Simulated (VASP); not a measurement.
A run of VASP 6.6.1 is set up as follows.

Contents of INCAR:

```
SYSTEM = AlN
PREC     = Accurate       ! precision mode
ENCUT    = 520            ! plane-wave cutoff, eV
EDIFF    = 1E-6           ! SCF threshold, eV
ISMEAR   = 0              ! smearing method
SIGMA    = 0.05           ! smearing width, eV
LREAL    = .False.        ! projectors in reciprocal space
LASPH    = .True.         ! aspherical terms in the spheres
NELM     = 60             ! most SCF steps
ALGO     = Normal         ! electronic algorithm
ISIF     = 2              ! what is computed and relaxed
LWAVE    = .False.        ! write WAVECAR
LCHARG   = .False.        ! write CHGCAR
GGA      = PE             ! functional
NBANDS   = 16             ! bands
```

File KPOINTS:

```
regular mesh
0
Gamma
  12 12 6
  0 0 0
```

Contents of POSCAR:

```
AlN
1.0
    3.1302395629      0.0000000000      0.0000000000
   -1.5651197815      2.7108669814      0.0000000000
    0.0000000000      0.0000000000      5.0179796548
Al N
2 2
Direct
    0.3070519739      0.6535259870     -0.0029411161
    0.6403853073      0.3201926536      0.4970588839
    0.3333333333      0.6666666667      0.3832712825
    0.6666666667      0.3333333333      0.8832712825
```

Potentials or basis: VASP PAW PBE potentials, release 64 (Al, N).

The run is started by

```console
$ cat potpaw_PBE.64/Al/POTCAR potpaw_PBE.64/N/POTCAR > POTCAR
$ mpirun -np 1 vasp_std > vasp.out
```

Problem. Estimate the largest force.

Solution. 1.258 eV/Å.

Problem. Predict the band gap on the k mesh.

Solution. 3.93 eV, direct.

Problem. Estimate the pressure.

Solution. 0.4 GPa.

Forces in eV/Å, atoms in the order of the input:
```
Al   1.046  0.604  0.349
Al   0.824  0.476  0.337
N   -0.823 -0.475 -0.337
N   -1.047 -0.604 -0.349
```

Caveat: the cell differs from its parent crystal (all Al atoms moved +0.075 Å, as atom 1 towards its neighbour atom 4 (N) at 1.902 Å); forces of over 1 eV/Å act on the atoms, so gaps and moduli don't describe the material at rest. A k mesh can miss the band edges.
